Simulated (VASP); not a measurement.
Write the native input for VASP 6.6.1 that does the following.

| Property | Result |
| --- | --- |
| Task | single point |
| Functional | r2SCAN |
| Potentials or basis | VASP PAW PBE potentials, release 64 (Mn_pv, O) |
| Cutoff | 520 eV |
| k mesh | 9 × 9 × 9 |
| Occupations | fermi-dirac, width 0.05 eV |
| Spin | collinear spin, ferromagnetic start |
| Starting moments | [4.0, 0.0] μB |
| Dipole correction | no |
| Further INCAR settings | ALGO = Normal; EDIFF = 1e-07; NBANDS = 20 |

The system is MnO.

```
Mn O
1.0
     2.99097   -1.72835    0.00000
     2.99097    1.72835    0.00000
    -1.99777    0.00000    2.82892
Mn O
1 1
Direct
  0.50020 0.50020 0.50067
  0.74980 0.74980 0.24934
```

These files were run (other wordings do the same):

POSCAR

```
MnO
1.0
    2.9909715306     -1.7283524491      0.0000000000
    2.9909715306      1.7283524491      0.0000000000
   -1.9977723729      0.0000000000      2.8289211086
Mn O
1 1
Direct
    0.5001990000      0.5001990000      0.5006650000
    0.7498025000      0.7498025000      0.2493360000
```

INCAR.step1

```
PREC     = Accurate       # precision mode
ENCUT    = 520            # plane-wave cutoff, eV
ISMEAR   = -1             # smearing method
SIGMA    = 0.05           # smearing width, eV
LREAL    = F              # projectors in reciprocal space
LASPH    = T              # aspherical terms in the spheres
NELM     = 150            # most SCF steps
ISPIN    = 2              # spin polarisation
MAGMOM   = 4 0            # initial moments
LMAXMIX  = 4              # l up to which the mixer works
NBANDS   = 20             # bands
GGA      = PE             # functional
ALGO     = Normal         # electronic algorithm
EDIFF    = 1E-4           # SCF threshold, eV
LWAVE    = T              # write WAVECAR
LCHARG   = F              # write CHGCAR
```

INCAR.step2

```
PREC     = Accurate       # precision mode
ENCUT    = 520            # plane-wave cutoff, eV
EDIFF    = 1E-7           # SCF threshold, eV
ISMEAR   = -1             # smearing method
SIGMA    = 0.05           # smearing width, eV
LREAL    = F              # projectors in reciprocal space
LASPH    = T              # aspherical terms in the spheres
NELM     = 150            # most SCF steps
ALGO     = Normal         # electronic algorithm
ISIF     = 2              # what is computed and relaxed
LWAVE    = F              # write WAVECAR
LCHARG   = F              # write CHGCAR
ISPIN    = 2              # spin polarisation
MAGMOM   = 4 0            # initial moments
LORBIT   = 11             # projections on sites
LMAXMIX  = 4              # l up to which the mixer works
METAGGA  = R2SCAN         # meta-GGA
LMIXTAU  = T            
NBANDS   = 20             # bands
ISTART   = 1
```

KPOINTS

```
regular mesh
0
Gamma
  9 9 9
```

Potentials or basis: VASP PAW PBE potentials, release 64 (Mn_pv, O).

Launch:

```sh
$ cat potpaw_PBE.64/Mn_pv/POTCAR potpaw_PBE.64/O/POTCAR > POTCAR
$ cp INCAR.step1 INCAR
$ mpirun -np 1 vasp_std > vasp.out
$ cp INCAR.step2 INCAR
$ mpirun -np 1 vasp_std > vasp.out
```

Results of the run:

| Property | Result |
| --- | --- |
| Pressure | -7.8 GPa |
| Net moment | 5.00 μB per cell |
| Site moments | Mn +4.51; O +0.16 μB |
| Valence electrons inside the program's atomic spheres | Mn 11.32; O 5.00 |

Caveat: the cell stands under tension; the PAW data sets were made with another functional, which shifts forces and pressure a little; a cell with one magnetic atom can't hold antiferromagnetic order, which such compounds often take.

Wall time 9.7 min on 1 thread of Intel(R) Xeon(R) 6975P-C (Granite Rapids), with other jobs on the host, peak memory 0.31 GiB.
